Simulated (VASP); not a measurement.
# FeO (R-3m) in VASP: a series of runs, part 2 of 2

VASP 6.6.1. Earlier steps stand in the parts before.

## 4. Single point, PBEsol, collinear spin, ferromagnetic start

This run uses another cell than the first one, of 9.66 Å³/atom.

File INCAR:

```
ALGO = Normal
EDIFF = 1E-6
ENCUT = 520
GGA = PS
ISIF = 2
ISMEAR = -1
ISPIN = 2
LASPH = True
LCHARG = False
LMAXMIX = 4
LORBIT = 11
LREAL = False
LWAVE = False
MAGMOM = 3 0
NBANDS = 18
NELM = 150
PREC = Accurate
SIGMA = 0.05
```

File KPOINTS:

```
k-points
0
Gamma
  11 11 11
```

File POSCAR:

```
FeO
1.0
    1.4982937792      0.8650403168      2.4855247686
   -1.4982937792      0.8650403168      2.4855247686
    0.0000000000     -1.7300806335      2.4855247686
Fe O
1 1
Direct
    0.0000000000      0.0000000000      0.0000000000
    0.5000000000      0.5000000000      0.5000000000
```

Potentials or basis: VASP PAW PBE potentials, release 64 (Fe, O).

Command:

```
cat potpaw_PBE.64/Fe/POTCAR potpaw_PBE.64/O/POTCAR > POTCAR
mpirun -np 1 vasp_std > vasp.out
```

OUTCAR:

```text
EDIFF = 1E-6
   ENCUT = 520
   GGA = PS
   ISIF = 2
   ISMEAR = -1
   ISPIN = 2
   LASPH = True
   LORBIT = 11
   LREAL = False
   NELM = 150
   PREC = Accurate

 ion  position               nearest neighbor table
   1  0.000  0.000  0.000-   2 2.13   2 2.13   2 2.13   2 2.13   2 2.13   2 2.13
   2  0.500  0.500  0.500-   1 2.13   1 2.13   1 2.13   1 2.13   1 2.13   1 2.13

  LATTYP: Found a trigonal (rhomboedric) cell.
 ALAT       =     3.0283679390
 COS(alpha) =     0.5104391626

  Lattice vectors:

 A1 = (   1.4982937792,   0.8650403168,   2.4855247686)
 A2 = (  -1.4982937792,   0.8650403168,   2.4855247686)
 A3 = (   0.0000000000,  -1.7300806335,   2.4855247686)

Analysis of symmetry for initial positions (statically):
=====================================================================
 Subroutine PRICEL returns:
 Original cell was already a primitive cell.

 Routine SETGRP: Setting up the symmetry group for a
 trigonal (rhombohedral) supercell.

 Subroutine GETGRP returns: Found 12 space group operations
 (whereof 12 operations were pure point group operations)
 out of a pool of 12 trial point group operations.

The static configuration has the point symmetry D_3d.

Analysis of symmetry for dynamics (positions and initial velocities):
=====================================================================
 Subroutine PRICEL returns:
 Original cell was already a primitive cell.

 Routine SETGRP: Setting up the symmetry group for a
 trigonal (rhombohedral) supercell.

 Subroutine GETGRP returns: Found 12 space group operations
 (whereof 12 operations were pure point group operations)
 out of a pool of 12 trial point group operations.

The dynamic configuration has the point symmetry D_3d.

Analysis of structural, dynamic, and magnetic symmetry:
=====================================================================
 Subroutine PRICEL returns:
 Original cell was already a primitive cell.

 Routine SETGRP: Setting up the symmetry group for a
 trigonal (rhombohedral) supercell.

 Subroutine GETGRP returns: Found 12 space group operations
 (whereof 12 operations were pure point group operations)
 out of a pool of 12 trial point group operations.

The overall configuration has the point symmetry D_3d.

 Subroutine INISYM returns: Found 12 space group operations
 (whereof 12 operations are pure point group operations),
 and found     1 'primitive' translations

----------------------------------------------------------------------------------------

                                     Primitive cell

  volume of cell :      19.3287

  direct lattice vectors                    reciprocal lattice vectors
     1.498293779  0.865040317  2.485524769     0.333712925  0.192669247  0.134109842
    -1.498293779  0.865040317  2.485524769    -0.333712925  0.192669247  0.134109842
     0.000000000 -1.730080634  2.485524769     0.000000000 -0.385338494  0.134109842

  length of vectors
     3.028367939  3.028367939  3.028367939     0.408008830  0.408008830  0.408008830

  position of ions in fractional coordinates (direct lattice)
     0.000000000  0.000000000  0.000000000
     0.500000000  0.500000000  0.500000000

  ion indices of the primitive-cell ions
   primitive index   ion index
                 1           1
                 2           2

[... 64 lines left out ...]
   ICHARG =      2    charge: 1-file 2-atom 10-const
   ISPIN  =      2    spin polarized calculation?
   LNONCOLLINEAR =      F non collinear calculations
   LSORBIT =      F    spin-orbit coupling
   LASPH  =      T    aspherical Exc in radial PAW
   ENCUT  =  520.0 eV  38.22 Ry    6.18 a.u.   5.63  5.63  5.63*2*pi/ulx,y,z
   NELM   =    150;   NELMIN=  2; NELMDL= -5     # of ELM steps
   EDIFF  = 0.1E-05   stopping-criterion for ELM
   LREAL  =      F    real-space projection
   EDIFFG = 0.1E-04   stopping-criterion for IOM
   NSW    =      0    number of steps for IOM
   IBRION =     -1    ionic relax: 0-MD 1-quasi-New 2-CG
   NFREE  =      0    steps in history (QN), initial steepest desc. (CG)
   ISIF   =      2    stress and relaxation
   ISYM   =      2    0-nonsym 1-usesym 2-fastsym
   POTIM  = 0.5000    time-step for ionic-motion
   TEBEG  =    0.0;   TEEND  =   0.0 temperature during run
   PSTRESS=    0.0 pullay stress
   NELECT =      14.0000    total number of electrons
   NUPDOWN=      -1.0000    fix difference up-down
   EMIN   =  10.00;   EMAX   =-10.00  energy-range for DOS
   EFERMI =   0.00;   METHOD = LEGACY
   ISMEAR =    -1;   SIGMA  =   0.05  broadening in eV -4-tet -1-fermi 0-gaus
   EFERMI_NEDOS =   21; number of points for ismear=-14 and -15
   IALGO  =     38    algorithm
   IMIX   =      4    mixing-type and parameters
     AMIX     =   0.40;   BMIX     =  1.00
     AMIX_MAG =   1.60;   BMIX_MAG =  1.00
  volume/ion in A,a.u.               =       9.66        65.22
  Fermi-wavevector in a.u.,A,eV,Ry     =   1.470223  2.778319 29.409760  2.161556
  Thomas-Fermi vector in A             =   2.585506
   LORBIT       =     11    0 simple, 1 ext, 2 COOP (PROOUT), +10 PAW based schemes
   GGA     = PS    functional components
   LHFCALC =     F    Hartree Fock is set to
   AEXX    =    0.0000 exact exchange contribution
   IVDW    =     0    specifies the selected vdW correction
   LEPSILON=     F    determine dielectric tensor
   LRPA    =     F    only Hartree local field effects (RPA)
 spin polarized calculation
  energy-cutoff  :      520.00
  volume of cell :       19.33
 maximum number of plane-waves:       540
   NGX = 11   NGY = 11   NGZ = 11

 number of electron      13.9999998 magnetization       3.9991284

 Free energy of the ion-electron system (eV)
  ---------------------------------------------------
  ext. energy  EPLUGINS =         0.00000000
  ---------------------------------------------------
  free energy    TOTEN  =       -15.86464449 eV

  energy without entropy =      -15.85352958  energy(sigma->0) =      -15.85908704

 E-fermi :   6.4535     XC(G=0): -12.6091

 val. band max:        6.4517717431   @ k =   0.2727   0.0909   0.0909
 cond. band min:       6.4634431374   @ k =   0.2727   0.1818   0.1818
 fundamental gap:      0.0116713943
 Fermi energy:         6.4535107718

 spin component 1

 k-point     1 :       0.0000    0.0000    0.0000
  band No.  band energies     occupation
      1     -14.5310      1.00000
      2       2.4255      1.00000
      3       2.4931      1.00000
      4       2.5304      1.00000
      5       2.5304      1.00000
      6       2.5621      1.00000
[... 493 lines left out ...]
     17      33.6157      0.00000
     18      35.2881      0.00000

 [... further k-points ...]

 spin component 2

 k-point     1 :       0.0000    0.0000    0.0000
  band No.  band energies     occupation
      1     -13.9574      1.00000
      2       3.0355      1.00000
      3       3.1433      1.00000
      4       3.1433      1.00000
      5       5.5998      1.00000
      6       5.6932      1.00000
[... 493 lines left out ...]
     17      34.5033      0.00000
     18      36.0619      0.00000

 [... further k-points ...]

------------------------ aborting loop because EDIFF is reached ----------------------------------------

  FORCE on cell =-STRESS in cart. coord.  units (eV):
  Direction    XX          YY          ZZ          XY          YZ          ZX
  --------------------------------------------------------------------------------------
  -------------------------------------------------------------------------------------
  Total       -0.1649057     -0.1649057     -0.2755886      0.0000000     -0.0000000      0.0000000
  in kB      -13.6692119    -13.6692119    -22.8438425      0.0000000     -0.0000000      0.0000000
  external PRESSURE =     -16.7274221 kB  Pullay stress =       0.0000000 kB

 VOLUME and BASIS-vectors are now :
 -----------------------------------------------------------------------------
  energy-cutoff  :      520.00
  volume of cell :       19.33
      direct lattice vectors                 reciprocal lattice vectors
     1.498293779  0.865040317  2.485524769     0.333712925  0.192669247  0.134109842
    -1.498293779  0.865040317  2.485524769    -0.333712925  0.192669247  0.134109842
     0.000000000 -1.730080634  2.485524769     0.000000000 -0.385338494  0.134109842

 POSITION                                       TOTAL-FORCE (eV/Angst)
 -----------------------------------------------------------------------------------
      0.00000      0.00000      0.00000        -0.000000      0.000000     -0.000000
      0.00000      0.00000      3.72829         0.000000     -0.000000      0.000000
 -----------------------------------------------------------------------------------
    total drift:                               -0.000000      0.000000     -0.000000

  FREE ENERGIE OF THE ION-ELECTRON SYSTEM (eV)
  ---------------------------------------------------
  free  energy   TOTEN  =       -15.8646444939 eV

  energy  without entropy=      -15.8535295842  energy(sigma->0) =      -15.85908704

 total charge

# of ion       s       p       d       tot
------------------------------------------
    1        0.303   0.389   6.112   6.804
    2        1.551   3.434   0.000   4.985
--------------------------------------------------
tot          1.854   3.823   6.112  11.789

 magnetization (x)

# of ion       s       p       d       tot
------------------------------------------
    1        0.026   0.022   3.556   3.604
    2        0.032   0.279   0.000   0.311
--------------------------------------------------
tot          0.058   0.301   3.556   3.915
```

OSZICAR:

```text
N       E                     dE             d eps       ncg     rms          rms(c)
DAV:   1     0.652218037451E+02    0.65222E+02   -0.67470E+03 11536   0.914E+02
DAV:   2    -0.139909093061E+02   -0.79213E+02   -0.67709E+02 10778   0.204E+02
DAV:   3    -0.180948883664E+02   -0.41040E+01   -0.39477E+01 12262   0.494E+01
DAV:   4    -0.181242684713E+02   -0.29380E-01   -0.29364E-01 12782   0.394E+00
DAV:   5    -0.181244604198E+02   -0.19195E-03   -0.19194E-03 12608   0.333E-01    0.172E+01
DAV:   6    -0.165295889705E+02    0.15949E+01   -0.13803E+01 13824   0.555E+01    0.193E+01
DAV:   7    -0.158953863344E+02    0.63420E+00   -0.28579E+00 13274   0.325E+01    0.982E+00
DAV:   8    -0.158858495193E+02    0.95368E-02   -0.14711E-01 13162   0.429E+00    0.551E+00
DAV:   9    -0.158649461571E+02    0.20903E-01   -0.71611E-02 16960   0.412E+00    0.121E+00
DAV:  10    -0.158642928432E+02    0.65331E-03   -0.17056E-02 14618   0.270E+00    0.252E-01
DAV:  11    -0.158645927909E+02   -0.29995E-03   -0.27833E-03 13360   0.479E-01    0.844E-02
DAV:  12    -0.158646358959E+02   -0.43105E-04   -0.64068E-05 13586   0.119E-01    0.411E-02
DAV:  13    -0.158646426257E+02   -0.67298E-05   -0.95619E-06 14602   0.411E-02    0.168E-02
DAV:  14    -0.158646445879E+02   -0.19622E-05   -0.29625E-06 11784   0.157E-02    0.566E-03
DAV:  15    -0.158646444939E+02    0.94031E-07   -0.28889E-07  6142   0.583E-03
   1 F= -.15864644E+02 E0= -.15859087E+02  d E =-.111149E-01  mag=     3.9992
```

Run time: 66 s. Hardware: 1 thread of AMD EPYC 9R45 (Zen 5), shared host; peak memory 0.17 GiB.

What came out:

```
Free energy                                           : -15.8646 eV
Pressure                                              : -1.7 GPa
Band gap on the k mesh                                : zero (filled and empty bands overlap)
Net moment                                            : 4.00 μB per cell
Site moments                                          : Fe +3.60; O +0.31 μB
Valence electrons inside the program's atomic spheres : Fe 6.80; O 4.99
```

Stress tensor (GPa, compression positive):
```
-1.37  0.00  0.00
 0.00 -1.37  0.00
 0.00  0.00 -2.28
```

Caveat: the PAW data sets were made with another functional, which shifts forces and pressure a little; a cell with one magnetic atom can't hold antiferromagnetic order, which such compounds often take; semilocal functionals often make such compounds metallic where correlation or magnetic order opens a gap, which also shifts bond lengths. With open d or f shells a metallic result of PBEsol can be an artefact of self-interaction; +U or a hybrid may open a gap.

## 5. The runs side by side

| level | potentials or basis | cell | gap on the mesh (eV) | pressure (GPa) | moment (μB) |
| --- | --- | --- | --- | --- | --- |
| LDA | VASP PAW LDA potentials, release 64 (Fe, O) | a = 3.110 Å, angles 59.3°, 2 atoms | none | -21.8 | 4.00 |
| LDA | VASP PAW LDA potentials, release 64 (Fe, O) | a = 3.130 Å, angles 59.3°, 2 atoms | none | -24.1 | 4.00 |
| PBEsol | VASP PAW PBE potentials, release 64 (Fe, O) | a = 3.028 Å, angles 59.3°, 2 atoms | none | -1.7 | 4.00 |

Alike in all rows: task single point; spin collinear, ferromagnetic start; k mesh 11 × 11 × 11; cutoff (eV) 520; smearing fermi-dirac 0.05 eV.

Caveats: a cell with one magnetic atom can't hold antiferromagnetic order, which such compounds often take; semilocal functionals often make such compounds metallic where correlation or magnetic order opens a gap, which also shifts bond lengths; the cell stands under tension (at least some runs); the PAW data sets were made with another functional, which shifts forces and pressure a little (at least some runs).

Absolute energies hang on the potentials; compare differences alone.
